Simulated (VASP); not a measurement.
A run of VASP 6.6.1 is set up as follows.

The input INCAR:

```
ALGO     = Normal         # electronic algorithm
EDIFF    = 1E-6           # SCF threshold, eV
ENCUT    = 520            # plane-wave cutoff, eV
GGA      = PE             # functional
ISIF     = 2              # what is computed and relaxed
ISMEAR   = 0              # smearing method
LASPH    = T              # aspherical terms in the spheres
LCHARG   = F              # write CHGCAR
LREAL    = F              # projectors in reciprocal space
LWAVE    = F              # write WAVECAR
NBANDS   = 57             # bands
NELM     = 80             # most SCF steps
PREC     = Accurate       # precision mode
SIGMA    = 0.1            # smearing width, eV
```

Contents of KPOINTS:

```
k-points
0
Gamma
  6 6 4
```

POSCAR

```
Mo3N
1.0
    5.2947542195      0.0000000000      0.0000000000
   -2.6473771097      4.5853916609      0.0000000000
    0.0000000000      0.0000000000      4.4887505315
Mo N
6 2
Direct
    0.8350500882      0.6701001764      0.2500000000
    0.1649499118      0.8350500882      0.7500000000
    0.3298998236      0.1649499118      0.2500000000
    0.1649499118      0.3298998236      0.7500000000
    0.8350500882      0.1649499118      0.2500000000
    0.6701001764      0.8350500882      0.7500000000
    0.3333333333      0.6666666667      0.2500000000
    0.6666666667      0.3333333333      0.7500000000
```

Potentials or basis: VASP PAW PBE potentials, release 64 (Mo_sv, N).

The run is started by

```sh
$ cat potpaw_PBE.64/Mo_sv/POTCAR potpaw_PBE.64/N/POTCAR > POTCAR
$ mpirun -np 1 vasp_std > vasp.out
```

Task: What does it give for the largest force?

Result: 0.007 eV/Å.

Task: Estimate the pressure.

Result: 0.6 GPa.

Task: Estimate the band gap on the k mesh.

Result: Zero (band 47 reaches 12.71 eV, above the bottom of band 48 at 11.42 eV).

Stress tensor (GPa, compression positive):
```
0.55 0.00 0.00
0.00 0.55 0.00
0.00 0.00 0.68
```
